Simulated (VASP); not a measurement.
# Ta4F in VASP: notebook

Ta4F is run at these levels: LDA; tasks: single point.

All numbers are computed with VASP 6.6.1; they aren't measurements. Logs are shortened: lines on timing, memory, paths and dates and some standing lists are left out, and cuts for length are marked.

### 1 The cell of the first run

The cell holds a slab with vacuum, 5 atoms: a = 3.253 Å, b = 3.253 Å, c = 20.214 Å, α = 90.00°, β = 90.00°, γ = 90.00°.

### 2 Single point, LDA

INCAR

```
SYSTEM = Ta4F
PREC = Accurate
ENCUT = 520
EDIFF = 1E-7
ISMEAR = 0
SIGMA = 0.1
LREAL = .False.
LASPH = .True.
NELM = 100
ALGO = Normal
ISIF = 2
LWAVE = .False.
LCHARG = .False.
LDIPOL = .True.
IDIPOL = 3
DIPOL = 0.5 0.5 0.358
GGA = CA
NBANDS = 34
```

KPOINTS

```
Automatic mesh
0
Gamma
  8 8 1
  0 0 0
```

POSCAR

```
Ta4F
1.0
    3.2528679937      0.0000000000      0.0000000000
    0.0000000000      3.2528679937      0.0000000000
    0.0000000000      0.0000000000     20.2137485622
Ta F
4 1
Direct
    0.5000000000      0.5000000000      0.1978851170
    0.0000000000      0.0000000000      0.2783468875
    0.5000000000      0.5000000000      0.3580282239
    0.0000000000      0.0000000000      0.4310802885
    0.0000000000      0.0000000000      0.5223843777
```

Potentials or basis: VASP PAW LDA potentials, release 64 (Ta_pv, F).

Started as:

```
$ cat potpaw_LDA.64/Ta_pv/POTCAR potpaw_LDA.64/F/POTCAR > POTCAR
$ mpirun -np 1 vasp_std > vasp.out
```

OUTCAR:

```text
SYSTEM = Ta4F
   PREC = Accurate
   ENCUT = 520
   EDIFF = 1E-7
   ISMEAR = 0
   LREAL = .False.
   LASPH = .True.
   NELM = 100
   ISIF = 2
   GGA = CA

 ion  position               nearest neighbor table
   1  0.500  0.500  0.198-   2 2.82   2 2.82   2 2.82   2 2.82   3 3.24
   2  0.000  0.000  0.278-   3 2.81   3 2.81   3 2.81   3 2.81   1 2.82   1 2.82   1 2.82   1 2.82
                             4 3.09
   3  0.500  0.500  0.358-   4 2.73   4 2.73   4 2.73   4 2.73   2 2.81   2 2.81   2 2.81   2 2.81
                             1 3.24
   4  0.000  0.000  0.431-   5 1.85   3 2.73   3 2.73   3 2.73   3 2.73   2 3.09
   5  0.000  0.000  0.522-   4 1.85

  LATTYP: Found a simple tetragonal cell.
 ALAT       =     3.2528679937
 C/A-ratio  =     6.2141312225

  Lattice vectors:

 A1 = (   3.2528679937,   0.0000000000,   0.0000000000)
 A2 = (   0.0000000000,   3.2528679937,   0.0000000000)
 A3 = (   0.0000000000,   0.0000000000,  20.2137485622)

Analysis of symmetry for initial positions (statically):
=====================================================================
 Subroutine PRICEL returns:
 Original cell was already a primitive cell.

 Routine SETGRP: Setting up the symmetry group for a
 simple tetragonal supercell.

 Subroutine GETGRP returns: Found  8 space group operations
 (whereof  8 operations were pure point group operations)
 out of a pool of 16 trial point group operations.

The static configuration has the point symmetry C_4v.

Analysis of symmetry for dynamics (positions and initial velocities):
=====================================================================
 Subroutine PRICEL returns:
 Original cell was already a primitive cell.

 Routine SETGRP: Setting up the symmetry group for a
 simple tetragonal supercell.

 Subroutine GETGRP returns: Found  8 space group operations
 (whereof  8 operations were pure point group operations)
 out of a pool of 16 trial point group operations.

The dynamic configuration has the point symmetry C_4v.

 Subroutine INISYM returns: Found  8 space group operations
 (whereof  8 operations are pure point group operations),
 and found     1 'primitive' translations

----------------------------------------------------------------------------------------

                                     Primitive cell

  volume of cell :     213.8847

  direct lattice vectors                    reciprocal lattice vectors
     3.252867994  0.000000000  0.000000000     0.307421021  0.000000000  0.000000000
     0.000000000  3.252867994  0.000000000     0.000000000  0.307421021  0.000000000
     0.000000000  0.000000000 20.213748562     0.000000000  0.000000000  0.049471279

  length of vectors
     3.252867994  3.252867994 20.213748562     0.307421021  0.307421021  0.049471279

  position of ions in fractional coordinates (direct lattice)
     0.500000000  0.500000000  0.197885117
     0.000000000  0.000000000  0.278346887
     0.500000000  0.500000000  0.358028224
     0.000000000  0.000000000  0.431080288
     0.000000000  0.000000000  0.522384378

  ion indices of the primitive-cell ions
   primitive index   ion index
                 1           1
                 2           2
                 3           3
                 4           4
                 5           5

----------------------------------------------------------------------------------------

 KPOINTS: Automatic mesh

Automatic generation of k-mesh.
 Grid dimensions read from file:
 generate k-points for:    8    8    1

 Generating k-lattice:

  Cartesian coordinates                     Fractional coordinates (reciprocal lattice)
     0.038427628  0.000000000  0.000000000     0.125000000  0.000000000  0.000000000
     0.000000000  0.038427628  0.000000000     0.000000000  0.125000000  0.000000000
     0.000000000  0.000000000  0.049471279     0.000000000  0.000000000  1.000000000

  Length of vectors
     0.038427628  0.038427628  0.049471279

  Shift w.r.t. Gamma in fractional coordinates (k-lattice)
     0.000000000  0.000000000  0.000000000

 Subroutine IBZKPT returns following result:
 ===========================================

 Found     15 irreducible k-points:

 Following reciprocal coordinates:
            Coordinates               Weight
  0.000000  0.000000  0.000000      1.000000
  0.125000  0.000000  0.000000      4.000000
  0.250000  0.000000  0.000000      4.000000
  0.375000  0.000000  0.000000      4.000000
  0.500000  0.000000  0.000000      2.000000
  0.125000  0.125000  0.000000      4.000000
  0.250000  0.125000  0.000000      8.000000
  0.375000  0.125000  0.000000      8.000000
  0.500000  0.125000  0.000000      4.000000
  0.250000  0.250000  0.000000      4.000000
  0.375000  0.250000  0.000000      8.000000
  0.500000  0.250000  0.000000      4.000000
  0.375000  0.375000  0.000000      4.000000
  0.500000  0.375000  0.000000      4.000000
  0.500000  0.500000  0.000000      1.000000
   k-points           NKPTS =     15   k-points in BZ     NKDIM =     15   number of bands    NBANDS=     34
   number of dos      NEDOS =    301   number of ions     NIONS =      5
   total plane-waves  NPLWV =  86400
   dimension x,y,z NGX =    24 NGY =   24 NGZ =  150
   dimension x,y,z NGXF=    48 NGYF=   48 NGZF=  300
   ions per type =               4   1
   NGX,Y,Z   is equivalent  to a cutoff of  12.27, 12.27, 12.34 a.u.
   NGXF,Y,Z  is equivalent  to a cutoff of  24.53, 24.53, 24.67 a.u.
 SYSTEM =  Ta4F
   PREC   = accura    normal or accurate (medium, high low for compatibility)
   ISTART =      0    job   : 0-new  1-cont  2-samecut
   ICHARG =      2    charge: 1-file 2-atom 10-const
   ISPIN  =      1    spin polarized calculation?
   LNONCOLLINEAR =      F non collinear calculations
   LSORBIT =      F    spin-orbit coupling
   LASPH  =      T    aspherical Exc in radial PAW
   ENCUT  =  520.0 eV  38.22 Ry    6.18 a.u.   6.05  6.05 37.58*2*pi/ulx,y,z
   NELM   =    100;   NELMIN=  2; NELMDL= -5     # of ELM steps
   EDIFF  = 0.1E-06   stopping-criterion for ELM
   LREAL  =      F    real-space projection
   EDIFFG = 0.1E-05   stopping-criterion for IOM
   NSW    =      0    number of steps for IOM
   IBRION =     -1    ionic relax: 0-MD 1-quasi-New 2-CG
   NFREE  =      0    steps in history (QN), initial steepest desc. (CG)
   ISIF   =      2    stress and relaxation
   ISYM   =      2    0-nonsym 1-usesym 2-fastsym
   POTIM  = 0.5000    time-step for ionic-motion
   TEBEG  =    0.0;   TEEND  =   0.0 temperature during run
   PSTRESS=    0.0 pullay stress
   NELECT =      51.0000    total number of electrons
   NUPDOWN=      -1.0000    fix difference up-down
   EMIN   =  10.00;   EMAX   =-10.00  energy-range for DOS
   EFERMI =   0.00;   METHOD = LEGACY
   ISMEAR =     0;   SIGMA  =   0.10  broadening in eV -4-tet -1-fermi 0-gaus
   EFERMI_NEDOS =   21; number of points for ismear=-14 and -15
   IALGO  =     38    algorithm
   IMIX   =      4    mixing-type and parameters
     AMIX     =   0.40;   BMIX     =  1.00
     AMIX_MAG =   1.60;   BMIX_MAG =  1.00
  volume/ion in A,a.u.               =      42.78       288.67
  Fermi-wavevector in a.u.,A,eV,Ry     =   1.015169  1.918391 14.021728  1.030568
  Thomas-Fermi vector in A             =   2.148439
   LORBIT       =      0    0 simple, 1 ext, 2 COOP (PROOUT), +10 PAW based schemes
   GGA     = CA    functional components
   LHFCALC =     F    Hartree Fock is set to
   AEXX    =    0.0000 exact exchange contribution
   IVDW    =     0    specifies the selected vdW correction
   LEPSILON=     F    determine dielectric tensor
   LRPA    =     F    only Hartree local field effects (RPA)
 non-spin polarized calculation
 Gauss-broadening in eV      SIGMA  =   0.10
  energy-cutoff  :      520.00
  volume of cell :      213.88
 maximum number of plane-waves:      5812
   NGX = 13   NGY = 13   NGZ = 75

 dipolmoment           0.000000      0.000000     -0.558338 electrons x Angstroem

 number of electron      51.0000004 magnetization

 dipolmoment           0.000000      0.000000      0.158524 electrons x Angstroem

 Free energy of the ion-electron system (eV)
  ---------------------------------------------------
  ext. energy  EPLUGINS =         0.00000000
  ---------------------------------------------------
  free energy    TOTEN  =       -53.98734212 eV

  energy without entropy =      -53.96923752  energy(sigma->0) =      -53.97828982

 E-fermi :  -1.4248     XC(G=0):  -5.7265

 val. band max:       -1.4274918858   @ k =   0.3750   0.1250   0.0000
 cond. band min:      -1.3121422541   @ k =   0.5000   0.0000   0.0000
 fundamental gap:      0.1153496316
 Fermi energy:        -1.4248391820

 k-point     1 :       0.0000    0.0000    0.0000
  band No.  band energies     occupation
      1     -36.3582      2.00000
      2     -36.1261      2.00000
      3     -35.9492      2.00000
      4     -35.9492      2.00000
      5     -35.7779      2.00000
      6     -35.7779      2.00000
[... 26 lines left out ...]
     33       1.3356      0.00000
     34       2.5033      0.00000

 k-point     2 :       0.1250    0.0000    0.0000
  band No.  band energies     occupation
      1     -36.3671      2.00000
      2     -36.1305      2.00000
      3     -35.9923      2.00000
      4     -35.9380      2.00000
      5     -35.8273      2.00000
      6     -35.7622      2.00000
[... 26 lines left out ...]
     33       1.5063      0.00000
     34       2.2114      0.00000

 k-point     3 :       0.2500    0.0000    0.0000
  band No.  band energies     occupation
      1     -36.3907      2.00000
      2     -36.1475      2.00000
      3     -36.0919      2.00000
      4     -35.9279      2.00000
      5     -35.9110      2.00000
      6     -35.7226      2.00000
[... 26 lines left out ...]
     33       1.6796      0.00000
     34       1.7975      0.00000

 k-point     4 :       0.3750    0.0000    0.0000
  band No.  band energies     occupation
      1     -36.4176      2.00000
      2     -36.1905      2.00000
      3     -36.1679      2.00000
      4     -36.0144      2.00000
      5     -35.8840      2.00000
      6     -35.6811      2.00000
[... 26 lines left out ...]
     33       1.8502      0.00000
     34       1.8507      0.00000

 k-point     5 :       0.5000    0.0000    0.0000
  band No.  band energies     occupation
      1     -36.4301      2.00000
      2     -36.2093      2.00000
      3     -36.2018      2.00000
      4     -36.0447      2.00000
      5     -35.8728      2.00000
      6     -35.6634      2.00000
[... 288 lines left out ...]
 k-point    13 :       0.3750    0.3750    0.0000
  band No.  band energies     occupation
      1     -36.3286      2.00000
      2     -36.1826      2.00000
      3     -36.1810      2.00000
      4     -36.0545      2.00000
      5     -36.0296      2.00000
      6     -35.9927      2.00000
[... 26 lines left out ...]
     33       2.7564      0.00000
     34       2.9684      0.00000

 k-point    14 :       0.5000    0.3750    0.0000
  band No.  band energies     occupation
      1     -36.3124      2.00000
      2     -36.2123      2.00000
      3     -36.1911      2.00000
      4     -36.0657      2.00000
      5     -36.0440      2.00000
      6     -36.0157      2.00000
[... 26 lines left out ...]
     33       2.7339      0.00000
     34       3.0767      0.00000

 k-point    15 :       0.5000    0.5000    0.0000
  band No.  band energies     occupation
      1     -36.2813      2.00000
      2     -36.2240      2.00000
      3     -36.2240      2.00000
      4     -36.0721      2.00000
      5     -36.0721      2.00000
      6     -36.0394      2.00000
[... 26 lines left out ...]
     33       2.8052      0.00000
     34       2.8743      0.00000

------------------------ aborting loop because EDIFF is reached ----------------------------------------

 vacuum level on the upper side and lower side of the slab       (xc-potential included)         1.155        -1.520

  FORCE on cell =-STRESS in cart. coord.  units (eV):
  Direction    XX          YY          ZZ          XY          YZ          ZX
  --------------------------------------------------------------------------------------
  -------------------------------------------------------------------------------------
  Total       -2.6813314     -2.6813314      2.2328320      0.0000000      0.0000000     -0.0000000
  in kB      -20.0854396    -20.0854396     16.7257996      0.0000000      0.0000000     -0.0000000
  external PRESSURE =      -7.8150265 kB  Pullay stress =       0.0000000 kB

 VOLUME and BASIS-vectors are now :
 -----------------------------------------------------------------------------
  energy-cutoff  :      520.00
  volume of cell :      213.88
      direct lattice vectors                 reciprocal lattice vectors
     3.252867994  0.000000000  0.000000000     0.307421021  0.000000000  0.000000000
     0.000000000  3.252867994  0.000000000     0.000000000  0.307421021  0.000000000
     0.000000000  0.000000000 20.213748562     0.000000000  0.000000000  0.049471279

 POSITION                                       TOTAL-FORCE (eV/Angst)
 -----------------------------------------------------------------------------------
      1.62643      1.62643      4.00000         0.000000      0.000000      0.762989
      0.00000      0.00000      5.62643         0.000000      0.000000     -1.124450
      1.62643      1.62643      7.23709        -0.000000     -0.000000     -1.258777
      0.00000      0.00000      8.71375         0.000000      0.000000      1.321771
      0.00000      0.00000     10.55935         0.000000      0.000000      0.298466
 -----------------------------------------------------------------------------------
    total drift:                                0.000000     -0.000000     -0.000558

  FREE ENERGIE OF THE ION-ELECTRON SYSTEM (eV)
  ---------------------------------------------------
  free  energy   TOTEN  =       -53.9873421190 eV

  energy  without entropy=      -53.9692375198  energy(sigma->0) =      -53.97828982

 vacuum level on the upper side and lower side of the slab         5.455         2.693
```

It took 95 s on 1 thread of AMD EPYC 9R45 (Zen 5), shared host; peak memory 0.24 GiB.

Results:

| Item | Value |
| --- | --- |
| Free energy | -53.9873 eV |
| Largest force | 1.322 eV/Å |
| Band gap on the k mesh | zero (an odd number of electrons rules out a gap without spin polarisation) |

Forces on the atoms (eV/Å):
```
Ta   0.000  0.000  0.763
Ta   0.000  0.000 -1.124
Ta   0.000  0.000 -1.259
Ta   0.000  0.000  1.322
F    0.000  0.000  0.298
```

Levels at points of the mesh, in eV from the Fermi level:
| k point | band 24 | band 25 | band 26 | band 27 | band 28 | band 29 |
| --- | --- | --- | --- | --- | --- | --- |
| (0.00, 0.00, 0.00) | -0.11 | 0.37 | 0.37 | 0.50 | 0.86 | 0.86 |
| (0.50, 0.00, 0.00) | -1.21 | 0.11 | 0.22 | 0.35 | 0.79 | 1.19 |
| (0.50, 0.50, 0.00) | -1.44 | -0.25 | -0.25 | 2.21 | 2.21 | 2.55 |

Caveat: spin-orbit coupling is left out, which moves the levels of the heavy elements.

### 3 Single point, LDA

INCAR

```
PREC     = Accurate       # precision mode
ENCUT    = 520            # plane-wave cutoff, eV
EDIFF    = 1E-7           # SCF threshold, eV
ISMEAR   = 0              # smearing method
SIGMA    = 0.1            # smearing width, eV
LREAL    = False          # projectors in reciprocal space
LASPH    = True           # aspherical terms in the spheres
NELM     = 80             # most SCF steps
ALGO     = Normal         # electronic algorithm
ISIF     = 2              # what is computed and relaxed
LWAVE    = False          # write WAVECAR
LCHARG   = False          # write CHGCAR
LDIPOL   = True         
IDIPOL   = 3            
DIPOL    = 0.5 0.5 0.351
NBANDS   = 34             # bands
```

KPOINTS

```
Automatic mesh
0
Gamma
  8 8 1
```

POSCAR: that of step 2 with these lines changed.

```diff
@@ -12,2 +12,2 @@
     0.0000000000      0.0000000000      0.4310802885
-    0.0000000000      0.0000000000      0.5223843777
+    0.5000000000      0.5000000000      0.4882531377
```

Potentials or basis: VASP PAW LDA potentials, release 64 (Ta_pv, F).

Started as:

```
$ cat potpaw_LDA.64/Ta_pv/POTCAR potpaw_LDA.64/F/POTCAR > POTCAR
$ mpirun -np 1 vasp_std > vasp.out
```

OUTCAR:

```text
PREC = Accurate
   ENCUT = 520
   EDIFF = 1E-7
   ISMEAR = 0
   LREAL = False
   LASPH = True
   NELM = 80
   ISIF = 2

 ion  position               nearest neighbor table
   1  0.500  0.500  0.198-   2 2.82   2 2.82   2 2.82   2 2.82   3 3.24
   2  0.000  0.000  0.278-   3 2.81   3 2.81   3 2.81   3 2.81   1 2.82   1 2.82   1 2.82   1 2.82
                             4 3.09
   3  0.500  0.500  0.358-   5 2.63   4 2.73   4 2.73   4 2.73   4 2.73   2 2.81   2 2.81   2 2.81
                             2 2.81   1 3.24
   4  0.000  0.000  0.431-   5 2.57   5 2.57   5 2.57   5 2.57   3 2.73   3 2.73   3 2.73   3 2.73
                             2 3.09
   5  0.500  0.500  0.488-   4 2.57   4 2.57   4 2.57   4 2.57   3 2.63

  LATTYP: Found a simple tetragonal cell.
 ALAT       =     3.2528679937
 C/A-ratio  =     6.2141312225
[... 751 lines left out ...]
  Total       -4.7962683     -4.7962683     -1.0740327      0.0000000      0.0000000      0.0000000
  in kB      -35.9281049    -35.9281049     -8.0454128      0.0000000      0.0000000      0.0000000
  external PRESSURE =     -26.6338742 kB  Pullay stress =       0.0000000 kB

 VOLUME and BASIS-vectors are now :
 -----------------------------------------------------------------------------
  energy-cutoff  :      520.00
  volume of cell :      213.88
      direct lattice vectors                 reciprocal lattice vectors
     3.252867994  0.000000000  0.000000000     0.307421021  0.000000000  0.000000000
     0.000000000  3.252867994  0.000000000     0.000000000  0.307421021  0.000000000
     0.000000000  0.000000000 20.213748562     0.000000000  0.000000000  0.049471279

 POSITION                                       TOTAL-FORCE (eV/Angst)
 -----------------------------------------------------------------------------------
      1.62643      1.62643      4.00000         0.000000      0.000000      0.868169
      0.00000      0.00000      5.62643         0.000000      0.000000     -0.540036
      1.62643      1.62643      7.23709         0.000000      0.000000     -0.939624
      0.00000      0.00000      8.71375         0.000000      0.000000      0.585371
      1.62643      1.62643      9.86943         0.000000      0.000000      0.026120
 -----------------------------------------------------------------------------------
    total drift:                                0.000000     -0.000000     -0.000082

  FREE ENERGIE OF THE ION-ELECTRON SYSTEM (eV)
  ---------------------------------------------------
  free  energy   TOTEN  =       -52.9537251612 eV

  energy  without entropy=      -52.9271278656  energy(sigma->0) =      -52.94042651

 vacuum level on the upper side and lower side of the slab         3.928         3.623
```

Run time: 98 s. Hardware: 1 thread of AMD EPYC 9R45 (Zen 5), shared host; peak memory 0.25 GiB.

Results:

```
Free energy            : -52.9537 eV
Largest force          : 0.940 eV/Å
Band gap on the k mesh : zero (an odd number of electrons rules out a gap without spin polarisation)
```

Forces on the atoms (eV/Å):
```
Ta   0.000  0.000  0.868
Ta   0.000  0.000 -0.540
Ta   0.000  0.000 -0.940
Ta   0.000  0.000  0.585
F    0.000  0.000  0.026
```

Caveat: spin-orbit coupling is left out, which moves the levels of the heavy elements.

The gap in the log of VASP goes by the Fermi energy; the results here count the filled bands.